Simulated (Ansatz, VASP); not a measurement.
Zr3S2: VASP beside Ansatz

```xyz
5
Lattice="3.0400 1.7551 3.4804 -3.0400 1.7551 3.4804 0.0000 -3.5103 3.4804" Properties=species:S:1:pos:R:3 pbc="T T T"
Zr   -2.0544    0.0000    5.2206
Zr    1.0272   -1.7791    5.2206
Zr    1.0272    1.7791    5.2206
S     0.0000    0.0000    3.4954
S     0.0000    0.0000    6.9457
```

Change from the starting cell: strain +0.050 along x and y, +0.000 along z, atoms carried along.

Alike in both runs: task single point; functional PBE; k mesh 12 × 12 × 12; occupations gaussian, width 0.15 eV; no spin polarisation.

|  | VASP | Ansatz |
| --- | --- | --- |
| version | VASP 6.6.1 | Ansatz 0.2.0 |
| potentials or method | VASP PAW PBE potentials, release 64 (Zr_sv, S), cutoff 520 eV | scalar-relativistic, plane waves, PAW |
| valence electrons in the cell | 48 | 48 |

```csv
,VASP,Ansatz,Ansatz less VASP
gap on the k mesh at the Fermi level (eV),none,none,-
pressure (GPa),-9.3,-9.3,-0.01
"traceless stress, the component that is largest in VASP (GPa)",2.19,2.17,-0.022
rms of the force components (eV/Å),0.115,0.116,+0.0011
```

Atom by atom the forces differ by 0.001 eV/Å (rms over components). A gap of «none» marks a metal or a gap that the smearing closes.
